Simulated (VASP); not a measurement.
Write the native input for VASP 6.6.1 that does the following.

```yaml
Task: single point
Functional: r2SCAN
Potentials_or_basis: VASP PAW PBE potentials, release 64 (Mg_sv, O)
Cutoff: 920 eV
k_mesh: 8 × 8 × 8
Occupations: gaussian, width 0.01 eV
Spin: no spin polarisation
Dipole_correction: no
Further_INCAR_settings: ALGO = Normal; EDIFF = 1e-06; NBANDS = 15
```

The system is MgO.

```xyz
2
Lattice="0.0000 2.1230 2.1230 2.1230 0.0000 2.1230 2.1230 2.1230 0.0000" Properties=species:S:1:pos:R:3 pbc="T T T"
Mg    0.0000    0.0000    0.0000
O     2.1230    2.1230    2.1230
```

The input as run:

POSCAR

```
MgO
1.0
    0.0000000000      2.1229823088      2.1229823088
    2.1229823088      0.0000000000      2.1229823088
    2.1229823088      2.1229823088      0.0000000000
Mg O
1 1
Direct
    0.0000000000      0.0000000000      0.0000000000
    0.5000000000      0.5000000000      0.5000000000
```

INCAR.step1

```
  PREC = Accurate
  ENCUT = 920
  ISMEAR = 0
  SIGMA = 0.01
  LREAL = False
  LASPH = True
  NELM = 120
  NBANDS = 15
  GGA = PE
  ALGO = Normal
  EDIFF = 1E-5
  LWAVE = True
  LCHARG = False
  GGA_COMPAT = False
```

INCAR.step2

```
  PREC = Accurate
  ENCUT = 920
  EDIFF = 1E-6
  ISMEAR = 0
  SIGMA = 0.01
  LREAL = False
  LASPH = True
  NELM = 120
  ALGO = Normal
  ISIF = 2
  LWAVE = False
  LCHARG = True
  METAGGA = R2SCAN
  LMIXTAU = True
  LELF = True
  LVHAR = True
  NBANDS = 15
  ISTART = 1
  GGA_COMPAT = False
```

KPOINTS

```
Automatic mesh
0
Gamma
  8 8 8
```

Potentials or basis: VASP PAW PBE potentials, release 64 (Mg_sv, O).

The run is started by

```sh
$ cat potpaw_PBE.64/Mg_sv/POTCAR potpaw_PBE.64/O/POTCAR > POTCAR
$ cp INCAR.step1 INCAR
$ mpirun -np 1 vasp_std > vasp.out
$ cp INCAR.step2 INCAR
$ mpirun -np 1 vasp_std > vasp.out
```

Results of the run:

```
Pressure               : -4.1 GPa
Band gap on the k mesh : 5.41 eV
```

Caveat: the cell stands under tension; the PAW data sets were made with another functional, which shifts forces and pressure a little.

Run time: 53 s on 1 thread of Intel(R) Xeon(R) Platinum 8559C (Emerald Rapids) (shared host), peak memory 0.17 GiB.
